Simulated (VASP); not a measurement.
# Te2Mo (P2_1/m) in VASP: settings compared, part 2 of 2

VASP 6.6.1. Earlier steps stand in the parts before.

### Step 4. Single point, RPBE+D3(BJ)

This run uses another cell than the first one, of 18.85 Å³/atom.

The input, INCAR:

```
SYSTEM = Te2Mo
  ALGO = Normal
  EDIFF = 1E-6
  ENCUT = 520
  GGA = RP
  ISIF = 2
  ISMEAR = -1
  IVDW = 12
  LASPH = .True.
  LCHARG = .True.
  LELF = .True.
  LREAL = .False.
  LVHAR = .True.
  LWAVE = .False.
  NBANDS = 64
  NELM = 100
  PREC = Accurate
  SIGMA = 0.05
```

The input, KPOINTS:

```
k-points
0
Gamma
  4 8 2
  0 0 0
```

The input, POSCAR:

```
Te2Mo
1.0
    5.9431117282      0.0000000000     -0.1641976922
    0.0000000000      3.1457535538      0.0000000000
   -1.2476098979      0.0000000000     12.1354566555
Te Mo
8 4
Direct
    0.9704153053      0.7500000000      0.6192751059
    0.0295846947      0.2500000000      0.3807248941
    0.8995576711      0.2500000000      0.8290088178
    0.1004423289      0.7500000000      0.1709911822
    0.3964680780      0.7500000000      0.8811561089
    0.6035319220      0.2500000000      0.1188438911
    0.4634346484      0.2500000000      0.6695179599
    0.5365653516      0.7500000000      0.3304820401
    0.8116150279      0.7500000000      0.9889536778
    0.1883849721      0.2500000000      0.0110463222
    0.6844077658      0.2500000000      0.4954306476
    0.3155922342      0.7500000000      0.5045693524
```

The run is started by

```
$ cat potpaw_PBE.64/Te/POTCAR potpaw_PBE.64/Mo_sv/POTCAR > POTCAR
$ mpirun -np 1 vasp_std > vasp.out
```

It took 8.5 min on 1 thread of Intel Xeon Platinum 8259CL at 2.50GHz (Skylake/Cascade Lake), shared host; peak memory 0.52 GiB.

It converged, with:

```
Free energy                : -103.9557 eV
Pressure                   : -0.2 GPa
Largest force              : 0.036 eV/Å
Band gap on the k mesh     : zero (bands 52 and 53 overlap by 0.97 eV)
Dispersion energy per atom : -3.766 eV
```

Forces on the atoms (eV/Å):
```
Te   0.001  0.000 -0.001
Te  -0.001  0.000  0.001
Te   0.007  0.000  0.003
Te  -0.007  0.000 -0.003
Te  -0.001  0.000 -0.002
Te   0.001  0.000  0.002
Te   0.001  0.000 -0.002
Te  -0.001  0.000  0.002
Mo  -0.035  0.000  0.008
Mo   0.035  0.000 -0.008
Mo   0.034  0.000  0.001
Mo  -0.034  0.000 -0.001
```

Stress tensor (GPa, compression positive):
```
-0.11  0.00  0.01
 0.00 -0.13  0.00
 0.01  0.00 -0.23
```

Levels at points of the mesh, in eV from the Fermi level:
```csv
k point,band 49,band 50,band 51,band 52,band 53,band 54,band 55,band 56
"(0.00, 0.00, 0.00)",-0.20,-0.10,0.32,0.65,0.88,1.19,1.24,1.46
"(0.50, 0.00, 0.00)",-0.75,-0.52,-0.47,-0.45,-0.31,-0.08,1.35,1.43
"(0.00, 0.50, 0.00)",-1.73,-1.73,-1.66,-1.66,0.59,0.59,1.17,1.17
"(0.50, 0.50, 0.00)",-1.64,-1.64,-1.34,-1.34,0.71,0.71,1.37,1.37
"(0.00, 0.00, 0.50)",-0.25,0.23,0.35,0.46,0.54,0.80,1.44,1.52
"(0.50, 0.00, 0.50)",-0.89,-0.72,-0.43,-0.26,-0.13,0.36,1.05,1.27
"(0.00, 0.50, 0.50)",-2.18,-2.18,-1.27,-1.27,0.24,0.24,1.24,1.24
"(0.50, 0.50, 0.50)",-1.52,-1.52,-1.23,-1.23,0.70,0.70,1.15,1.15
```

Caveat: the PAW data sets were made with another functional, which shifts forces and pressure a little; spin-orbit coupling is left out, which moves the levels of the heavy elements.

### Step 5. Single point, revPBE+D3(BJ)

The input, INCAR:

```
SYSTEM = Te2Mo
ALGO     = Normal         ! electronic algorithm
EDIFF    = 1E-7           ! SCF threshold, eV
ENCUT    = 520            ! plane-wave cutoff, eV
GGA      = RE             ! functional
ISIF     = 2              ! what is computed and relaxed
ISMEAR   = -1             ! smearing method
IVDW     = 12             ! dispersion correction
LASPH    = .True.         ! aspherical terms in the spheres
LCHARG   = .False.        ! write CHGCAR
LREAL    = .False.        ! projectors in reciprocal space
LWAVE    = .False.        ! write WAVECAR
NBANDS   = 64             ! bands
NELM     = 100            ! most SCF steps
PREC     = Accurate       ! precision mode
SIGMA    = 0.05           ! smearing width, eV
```

KPOINTS is that of step 4.

The input, POSCAR:

```
Te2Mo
1.0
    6.3011254589      0.0000000000     -0.0185494863
    0.0000000000      3.4472850868      0.0000000000
   -0.9829964553      0.0000000000     12.9128178820
Te Mo
8 4
Direct
    0.9490380318      0.7500000000      0.6097408421
    0.0509619682      0.2500000000      0.3902591579
    0.9023896961      0.2500000000      0.8404310395
    0.0976103039      0.7500000000      0.1595689605
    0.4100577267      0.7500000000      0.8908362190
    0.5899422733      0.2500000000      0.1091637810
    0.4439043718      0.2500000000      0.6588104976
    0.5560956282      0.7500000000      0.3411895024
    0.8167506790      0.7500000000      0.9918091634
    0.1832493210      0.2500000000      0.0081908366
    0.6807612357      0.2500000000      0.4939804577
    0.3192387643      0.7500000000      0.5060195423
```

Potentials or basis: VASP PAW PBE potentials, release 64 (Te, Mo_sv).

The run is started by

```
$ cat potpaw_PBE.64/Te/POTCAR potpaw_PBE.64/Mo_sv/POTCAR > POTCAR
$ mpirun -np 1 vasp_std > vasp.out
```

OUTCAR:

```text
SYSTEM = Te2Mo
   EDIFF = 1E-7
   ENCUT = 520
   GGA = RE
   ISIF = 2
   ISMEAR = -1
   IVDW = 12
   LASPH = .True.
   LREAL = .False.
   NELM = 100
   PREC = Accurate
 IVDW          = 12

 ion  position               nearest neighbor table
   1  0.949  0.750  0.610-  11 2.77  11 2.77  12 2.78   2 3.43   2 3.43   3 3.48   3 3.48   7 3.58
                             7 3.58
   2  0.051  0.250  0.390-  12 2.77  12 2.77  11 2.78   1 3.43   1 3.43   4 3.48   4 3.48   8 3.58
                             8 3.58
   3  0.902  0.250  0.840-  10 2.69   9 2.70   9 2.70   1 3.48   1 3.48   7 3.58   5 3.65   5 3.65
                             5 3.65   5 3.65
   4  0.098  0.750  0.160-   9 2.69  10 2.70  10 2.70   2 3.48   2 3.48   8 3.58   6 3.65   6 3.65
                             6 3.65   6 3.65
   5  0.410  0.750  0.891-  10 2.77  10 2.77   9 2.78   6 3.43   6 3.43   7 3.49   7 3.49   3 3.65
                             3 3.65   3 3.65   3 3.65
   6  0.590  0.250  0.109-   9 2.77   9 2.77  10 2.78   5 3.43   5 3.43   8 3.49   8 3.49   4 3.65
                             4 3.65   4 3.65   4 3.65
   7  0.444  0.250  0.659-  12 2.69  12 2.69  11 2.70   5 3.49   5 3.49   1 3.58   1 3.58   3 3.58
[... 7 lines left out ...]
  11  0.681  0.250  0.494-   8 2.69   8 2.69   7 2.70   1 2.77   1 2.77   2 2.78  12 2.87  12 2.87

  12  0.319  0.750  0.506-   7 2.69   7 2.69   8 2.70   2 2.77   2 2.77   1 2.78  11 2.87  11 2.87

  LATTYP: Found a simple monoclinic cell.
 ALAT       =     6.3011527622
 B/A-ratio  =     0.5470880039
 C/A-ratio  =     2.0552079810
 COS(beta)  =    -0.0788410127

  Lattice vectors:

 A1 = (   6.3011254589,   0.0000000000,  -0.0185494863)
 A2 = (   0.0000000000,   3.4472850868,   0.0000000000)
 A3 = (  -0.9829964553,   0.0000000000,  12.9128178820)

Analysis of symmetry for initial positions (statically):
=====================================================================
 Subroutine PRICEL returns:
 Original cell was already a primitive cell.

 Routine SETGRP: Setting up the symmetry group for a
 simple monoclinic supercell.

 Subroutine GETGRP returns: Found  4 space group operations
 (whereof  2 operations were pure point group operations)
[... 171 lines left out ...]
  volume of cell :      280.43
 maximum number of plane-waves:      7597
 NGX is ok and might be reduce to    48
   NGX = 23   NGY = 13   NGZ = 49

 number of electron     103.9999996 magnetization

 Free energy of the ion-electron system (eV)
  ---------------------------------------------------
  ext. energy  EPLUGINS =         0.00000000
  ---------------------------------------------------
  free energy    TOTEN  =       -66.63354724 eV

  energy without entropy =      -66.59813776  energy(sigma->0) =      -66.61584250

 E-fermi :   9.5091     XC(G=0): -10.7803

 val. band max:        9.4825348792   @ k =   0.2500   0.0000  -0.0000
 cond. band min:       9.5220296525   @ k =   0.0000   0.2500   0.5000
 fundamental gap:      0.0394947733
 Fermi energy:         9.5091324820

 k-point     1 :       0.0000    0.0000    0.0000
  band No.  band energies     occupation
      1     -51.6336      2.00000
      2     -51.6063      2.00000
      3     -51.5694      2.00000
      4     -51.5435      2.00000
      5     -25.9157      2.00000
      6     -25.8890      2.00000
[... 1597 lines left out ...]
     63      11.6505      0.00000
     64      11.9966      0.00000

 [... further k-points ...]

------------------------ aborting loop because EDIFF is reached ----------------------------------------

 Edisp (eV)  -12.95947

 E8    (eV) :    -9.2931

  FORCE on cell =-STRESS in cart. coord.  units (eV):
  Direction    XX          YY          ZZ          XY          YZ          ZX
  --------------------------------------------------------------------------------------
  -------------------------------------------------------------------------------------
  Total      -0.04060    -0.10467    -0.13487     0.00000     0.00000     0.01104
  in kB      -0.23194    -0.59800    -0.77054     0.00000     0.00000     0.06307
  external pressure =       -0.53 kB  Pullay stress =        0.00 kB

 VOLUME and BASIS-vectors are now :
 -----------------------------------------------------------------------------
  energy-cutoff  :      520.00
  volume of cell :      280.43
      direct lattice vectors                 reciprocal lattice vectors
     6.301125459  0.000000000 -0.018549486     0.158737381  0.000000000  0.012083984
     0.000000000  3.447285087  0.000000000     0.000000000  0.290083348  0.000000000
    -0.982996455  0.000000000 12.912817882     0.000228029  0.000000000  0.077459789

 POSITION                                       TOTAL-FORCE (eV/Angst)
 -----------------------------------------------------------------------------------
      5.38063      2.58546      7.85587         0.000328     -0.000000      0.007038
     -0.06251      0.86182      5.03840        -0.000328      0.000000     -0.007038
      4.85993      0.86182     10.83559         0.001183      0.000000     -0.005825
      0.45820      2.58546      2.05867        -0.001183     -0.000000      0.005825
      1.70814      2.58546     11.49560         0.000580     -0.000000     -0.008032
      3.60999      0.86182      1.39867        -0.000580     -0.000000      0.008032
      2.14949      0.86182      8.49887         0.000562     -0.000000      0.004883
      3.16864      2.58546      4.39540        -0.000562     -0.000000     -0.004883
      4.17150      2.58546     12.79190        -0.013646     -0.000000      0.000566
      1.14663      0.86182      0.10237         0.013646      0.000000     -0.000566
      3.80398      0.86182      6.36605         0.015264     -0.000000      0.000281
      1.51415      2.58546      6.52822        -0.015264      0.000000     -0.000281
 -----------------------------------------------------------------------------------
    total drift:                               -0.000000     -0.000000      0.000000

  FREE ENERGIE OF THE ION-ELECTRON SYSTEM (eV)
  ---------------------------------------------------
  free  energy   TOTEN  =       -79.5930207655 eV

  energy  without entropy=      -79.5576112849  energy(sigma->0) =      -79.57531603
```

OSZICAR:

```text
N       E                     dE             d eps       ncg     rms          rms(c)
DAV:   1     0.889775656900E+03    0.88978E+03   -0.53619E+04  4336   0.147E+03
[... 14 lines left out ...]
DAV:  16    -0.666335628607E+02   -0.81232E-07   -0.99505E-06  4472   0.106E-02    0.136E-01
DAV:  17    -0.666335563973E+02    0.64634E-05   -0.43090E-06  4968   0.792E-03    0.105E-01
DAV:  18    -0.666335506389E+02    0.57584E-05   -0.53107E-06  4816   0.862E-03    0.432E-02
DAV:  19    -0.666335482702E+02    0.23687E-05   -0.30595E-06  4912   0.625E-03    0.176E-02
DAV:  20    -0.666335476462E+02    0.62399E-06   -0.55497E-07  3944   0.254E-03    0.100E-02
DAV:  21    -0.666335472235E+02    0.42269E-06   -0.47234E-07  3616   0.264E-03    0.149E-03
DAV:  22    -0.666335472434E+02   -0.19949E-07   -0.34838E-08  2312   0.706E-04
   1 F= -.79593021E+02 E0= -.79575316E+02  d E =-.354095E-01
```

Wall time 27 min (1 thread of Intel Xeon Platinum 8375C at 2.90GHz (Ice Lake), shared host); peak memory 0.61 GiB.

What came out:

```yaml
Free_energy: -79.5930 eV
Pressure: -0.1 GPa
Largest_force: 0.015 eV/Å
Band_gap_on_the_k_mesh: zero (bands 52 and 53 overlap by 0.54 eV)
Dispersion_energy_per_atom: -1.080 eV
```

Forces in eV/Å, atoms in the order of the input:
```
Te   0.000  0.000  0.007
Te   0.000  0.000 -0.007
Te   0.001  0.000 -0.006
Te  -0.001  0.000  0.006
Te   0.001  0.000 -0.008
Te  -0.001  0.000  0.008
Te   0.001  0.000  0.005
Te  -0.001  0.000 -0.005
Mo  -0.014  0.000  0.001
Mo   0.014  0.000 -0.001
Mo   0.015  0.000  0.000
Mo  -0.015  0.000  0.000
```

Caveat: the PAW data sets were made with another functional, which shifts forces and pressure a little; spin-orbit coupling is left out, which moves the levels of the heavy elements.

### Step 6. The runs side by side

| level | cell | gap on the mesh (eV) | pressure (GPa) | largest force (eV/Å) |
| --- | --- | --- | --- | --- |
| revPBE+D3(BJ) | a = 6.301, b = 3.447, c = 12.950 Å, angles 90.0, 94.5, 90.0°, 12 atoms, atomic positions A | none | -0.1 | 0.02 |
| BLYP+D4 | a = 6.375, b = 3.551, c = 13.389 Å, angles 90.0, 93.6, 90.0°, 12 atoms, atomic positions B | none | 0.3 | 0.05 |
| RPBE+D3(BJ) | a = 5.945, b = 3.146, c = 12.199 Å, angles 90.0, 97.5, 90.0°, 12 atoms, atomic positions C | none | -0.2 | 0.04 |

Alike in all rows: task single point; potentials or basis VASP PAW PBE potentials, release 64 (Te, Mo_sv); no spin polarisation; k mesh 4 × 8 × 2; cutoff (eV) 520; smearing fermi-dirac 0.05 eV.

Caveats: the PAW data sets were made with another functional, which shifts forces and pressure a little; spin-orbit coupling is left out, which moves the levels of the heavy elements.

Absolute energies hang on the potentials; compare differences alone.
